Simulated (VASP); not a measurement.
A run of VASP 6.6.1 is set up as follows.

File INCAR:

```
SYSTEM = Bi2Te3
  ALGO = Normal
  EDIFF = 1E-6
  ENCUT = 520
  GGA = PS
  ISIF = 2
  ISMEAR = 0
  LASPH = .TRUE.
  LCHARG = .FALSE.
  LREAL = .FALSE.
  LWAVE = .FALSE.
  NBANDS = 32
  NELM = 80
  PREC = Accurate
  SIGMA = 0.1
```

KPOINTS

```
k-points
0
G
  6 6 6
  0 0 0
```

Contents of POSCAR:

```
Bi2Te3
1.0
    2.1930000000      1.2661291403     10.1656666667
   -2.1930000000      1.2661291403     10.1656666667
    0.0000000000     -2.5322582807     10.1656666667
Bi Te
2 3
Direct
    0.4000000000      0.4000000000      0.4000000000
    0.6000000000      0.6000000000      0.6000000000
    0.0000000000      0.0000000000      0.0000000000
    0.2095000000      0.2095000000      0.2095000000
    0.7905000000      0.7905000000      0.7905000000
```

Potentials or basis: VASP PAW PBE potentials, release 64 (Bi_d, Te).

Run with:

```bash
$ cat potpaw_PBE.64/Bi_d/POTCAR potpaw_PBE.64/Te/POTCAR > POTCAR
$ mpirun -np 1 vasp_std > vasp.out
```

(1) What does it give for the largest force?

(2) What does it give for the pressure?

Answers

(1) 0.092 eV/Å.

(2) -0.6 GPa.

Caveat: the PAW data sets were made with another functional, which shifts forces and pressure a little; spin-orbit coupling is left out, which moves the levels of the heavy elements.

**What was measured.**

“Vacancy and Antisite-Induced Ferromagnetism in Liquid-Phase Exfoliated Bi2Te3”, 2024, arxiv:2412.10539 quotes, for a bulk crystal of Bi2Te3: band gap 0.17 eV.

A measured gap of Bi2Te3 is 0.17 eV (quoted in “Vacancy and Antisite-Induced Ferromagnetism in Liquid-Phase Exfoliated Bi2Te3”, 2024, arxiv:2412.10539); the calculated 0.23 eV misses it by +0.06 eV. Spin-orbit coupling on Bi, Te is left out. The value is that of PBEsol on a finite k mesh, which can miss the band edges, without temperature or zero-point motion.
